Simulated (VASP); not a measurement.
WC:

```
W C
1.0
     0.00000    2.19268    2.19268
     2.19268    0.00000    2.19268
     2.19268    2.19268    0.00000
W C
1 1
Direct
  0.00000 0.00000 0.00000
  0.50000 0.50000 0.50000
```

```yaml
Program: VASP 6.6.1
Task: relaxation of cell and atoms
Functional: RPBE
Dispersion: D4
Potentials_or_basis: VASP PAW PBE potentials, release 64 (W_sv, C)
Cutoff: 600 eV
k_mesh: 10 × 10 × 10
Occupations: fermi-dirac, width 0.05 eV
Spin: no spin polarisation
```

At the start: pressure -10.6 GPa; volume 10.54 Å³/atom.

Where does the relaxation end?

Over 3 steps the energy falls by 11.0 meV/atom and the volume is 10.24 Å³/atom (-2.9 %); space group Fm-3m (No. 225, to 0.05 Å).

Step by step:
```
step  energy change (eV)  largest force (eV/Å)  pressure (GPa)  volume (Å³)
   1              0.0000                0.0000          -10.63        21.08
   2              0.1192                0.0000           33.29        19.02
   3             -0.0220                0.0000           -0.17        20.48
```

Final structure:
```xyz
2
Lattice="0.0000 2.1716 2.1716 2.1716 0.0000 2.1716 2.1716 2.1716 0.0000" Properties=species:S:1:pos:R:3 pbc="T T T"
W     0.0000    0.0000    0.0000
C     2.1716    2.1716    2.1716
```

Caveat: the PAW data sets were made with another functional, which shifts forces and pressure a little.
